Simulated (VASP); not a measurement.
Here is a VASP 6.6.1 calculation.

Contents of INCAR:

```
SYSTEM = NaCl
PREC = Accurate
ENCUT = 520
EDIFF = 1E-6
ISMEAR = 0
SIGMA = 0.05
LREAL = .False.
LASPH = .True.
NELM = 80
ALGO = Normal
ISIF = 2
LWAVE = .False.
LCHARG = .False.
GGA = PS
NBANDS = 14
```

File KPOINTS:

```
regular mesh
0
Gamma
  10 10 10
  0 0 0
```

File POSCAR:

```
NaCl
1.0
    3.3922950683      0.0000000000      0.0000000000
    0.0000000000      3.3922950683      0.0000000000
    0.0000000000      0.0000000000      3.3922950683
Na Cl
1 1
Direct
    0.0000000000      0.0000000000      0.0000000000
    0.5000000000      0.5000000000      0.5000000000
```

Potentials or basis: VASP PAW PBE potentials, release 64 (Na_pv, Cl).

Command:

```bash
$ cat potpaw_PBE.64/Na_pv/POTCAR potpaw_PBE.64/Cl/POTCAR > POTCAR
$ mpirun -np 1 vasp_std > vasp.out
```

Predict the band gap on the k mesh.

4.16 eV, indirect (least direct gap 4.75 eV).

Estimate the pressure.

1.6 GPa.

Caveat: the PAW data sets were made with another functional, which shifts forces and pressure a little. A k mesh can miss the band edges.
